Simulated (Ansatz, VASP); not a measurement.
One calculation of B, two programs

```
B
1.0
     0.00000    1.99808    1.99808
     1.99808    0.00000    1.99808
     1.99808    1.99808    0.00000
B
2
Direct
  0.50000 0.50000 0.50000
  0.75000 0.75000 0.75000
```

Alike in both runs: task single point; functional PBEsol; k mesh 8 × 8 × 8; occupations gaussian, width 0.1 eV; no spin polarisation.

|  | VASP | Ansatz |
| --- | --- | --- |
| version | VASP 6.6.1 | Ansatz 0.2.0 |
| potentials or method | VASP PAW PBE potentials, release 64 (B), cutoff 500 eV | scalar-relativistic, plane waves, PAW |
| valence electrons in the cell | 6 | 6 |

|  | VASP | Ansatz | Ansatz less VASP |
| --- | --- | --- | --- |
| gap on the k mesh at the Fermi level (eV) | none | none | - |
| pressure (GPa) | 5.4 | 5.2 | -0.28 |

VASP's potentials were made for PBE, not for PBEsol. A gap of «none» marks a metal or a gap that the smearing closes.
